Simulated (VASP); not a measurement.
Set up this calculation in VASP 6.6.1, as the native input.

```yaml
Task: single point
Functional: BLYP
Potentials_or_basis: VASP PAW PBE potentials, release 64 (Cu, O)
Cutoff: 520 eV
k_mesh: 10 × 10 × 5
Occupations: fermi-dirac, width 0.05 eV
Spin: no spin polarisation
Dipole_correction: no
Further_INCAR_settings: ALGO = Normal; EDIFF = 1e-07; NBANDS = 25
```

The structure of CuO lies in POSCAR:

```
CuO
1.0
    0.1883312728     -2.1577088141     -2.0294313103
   -2.0061679202      0.1055817978     -1.9466818354
    2.3672052547      2.2704977238     -4.3599828031
Cu O
2 2
Direct
    0.4562322400      0.5306856300      0.4854117400
    0.9742842800      0.9858673900      0.0243612000
    0.8016626700      0.7447211200      0.7392802400
    0.2678208100      0.2387258700      0.2509468100
```

The input as run:

INCAR

```
AGGAC    = 1.0          
AGGAX    = 1.0          
ALDAC    = 0.0          
ALDAX    = 1.0          
ALGO     = Normal         # electronic algorithm
EDIFF    = 1E-7           # SCF threshold, eV
ENCUT    = 520            # plane-wave cutoff, eV
GGA      = B5             # functional
ISIF     = 2              # what is computed and relaxed
ISMEAR   = -1             # smearing method
LASPH    = T              # aspherical terms in the spheres
LCHARG   = F              # write CHGCAR
LREAL    = F              # projectors in reciprocal space
LWAVE    = F              # write WAVECAR
NBANDS   = 25             # bands
NELM     = 100            # most SCF steps
PREC     = Accurate       # precision mode
SIGMA    = 0.05           # smearing width, eV
```

KPOINTS

```
k-points
0
Gamma
  10 10 5
```

Potentials or basis: VASP PAW PBE potentials, release 64 (Cu, O).

Command:

```sh
$ cat potpaw_PBE.64/Cu/POTCAR potpaw_PBE.64/O/POTCAR > POTCAR
$ mpirun -np 1 vasp_std > vasp.out
```

Results of the run:

```
Pressure               : 7.2 GPa
Largest force          : 1.909 eV/Å
Band gap on the k mesh : zero (band 17 reaches 6.48 eV, above the bottom of band 18 at 5.73 eV)
```

Caveat: the PAW data sets were made with another functional, which shifts forces and pressure a little; semilocal functionals often make such compounds metallic where correlation or magnetic order opens a gap, which also shifts bond lengths.

Wall time 3.8 min on 1 thread of Intel Xeon 6975P-C, on a shared host, peak memory 0.32 GiB.
